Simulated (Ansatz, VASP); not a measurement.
Two plane-wave programs on TiAl30

```
Ti Al
1.0
     8.10000    0.00000    0.00000
     0.00000    8.10000    0.00000
     0.00000    0.00000    8.10000
Ti Al
1 30
Cartesian
  6.1125 -2.0625 0.0000
  6.0313 1.9669 0.0000
  6.0369 -0.0197 1.9930
  -0.0114 -0.0224 0.0000
  2.0461 2.0039 0.0000
  4.0724 4.0614 0.0000
  2.0352 0.0235 2.0206
  4.0265 2.0148 2.0206
  6.0784 4.0538 2.0330
  4.0445 0.0055 4.0500
  6.0752 2.0079 4.0500
  6.0369 -0.0197 6.1070
  0.0180 4.0320 0.0000
  2.0831 6.1187 0.0000
  -0.0107 2.0199 2.0248
  2.0301 4.0607 2.0248
  4.0697 6.1131 1.9930
  -0.0136 -0.0059 4.0500
  2.0038 2.0462 4.0500
  4.0559 4.0636 4.0500
  6.0680 6.0820 4.0500
  2.0352 0.0235 6.0794
  4.0265 2.0148 6.0794
  6.0784 4.0538 6.0670
  -0.0038 6.0716 2.0330
  -0.0025 4.0525 4.0500
  2.0421 6.0748 4.0500
  -0.0107 2.0199 6.0752
  2.0301 4.0607 6.0752
  4.0697 6.1131 6.1070
  -0.0038 6.0716 6.0670
```

Alike in both runs: functional PBE; k mesh 3 × 3 × 3; occupations gaussian, width 0.15 eV; no spin polarisation.

Ansatz relaxed the structure, and its values are those at the end. VASP's run is a single point on that final structure, the one shown.

|  | VASP | Ansatz |
| --- | --- | --- |
| version | VASP 6.6.1 | Ansatz 0.2.0 |
| potentials or method | VASP PAW PBE potentials, release 64 (Ti_sv, Al), cutoff 520 eV | scalar-relativistic, plane waves, PAW |
| valence electrons in the cell | 102 | 102 |

|  | VASP | Ansatz | Ansatz less VASP |
| --- | --- | --- | --- |
| rms of the force components (eV/Å) | 0.004 | 0.003 | -0.0017 |

With one functional, cell and mesh, what is left measures potentials, basis and numerics.
